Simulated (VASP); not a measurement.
Input of a VASP 6.6.1 run:

File INCAR:

```
SYSTEM = GaP
PREC = Accurate
ENCUT = 500
EDIFF = 1E-6
ISMEAR = 0
SIGMA = 0.01
LREAL = .False.
LASPH = .True.
NELM = 120
ALGO = Normal
ISIF = 2
LWAVE = .False.
LCHARG = .False.
NBANDS = 26
GGA_COMPAT = .False.
```

The input KPOINTS:

```
Automatic mesh
0
Gamma
  4 4 4
  0 0 0
```

The input POSCAR:

```
GaP
1.0
    1.9430150000      1.1218000000      6.4308100000
   -1.9430150000      1.1218000000      6.4308100000
    0.0000000000     -2.2436010000      6.4308100000
Ga P
2 2
Direct
    0.4353720000      0.4353720000      0.4353720000
    0.5646280000      0.5646280000      0.5646280000
    0.0573890000      0.0573890000      0.0573890000
    0.9426110000      0.9426110000      0.9426110000
```

Potentials or basis: VASP PAW LDA potentials, release 64 (Ga_d, P).

Run with:

```console
$ cat potpaw_LDA.64/Ga_d/POTCAR potpaw_LDA.64/P/POTCAR > POTCAR
$ mpirun -np 1 vasp_std > vasp.out
```

Q: What does it give for the largest force?

A: 0.081 eV/Å.

Q: Predict the band gap on the k mesh.

A: 0.71 eV (least direct gap 0.95 eV).

Q: Predict the pressure.

A: -4.5 GPa.

Forces in eV/Å, atoms in the order of the input:
```
Ga   0.000  0.000  0.040
Ga   0.000  0.000 -0.040
P    0.000  0.000  0.081
P    0.000  0.000 -0.081
```

Caveat: the k points lie up to 0.47 Å⁻¹ apart; semilocal functionals underestimate gaps, and a narrow one can read as zero. A k mesh can miss the band edges.
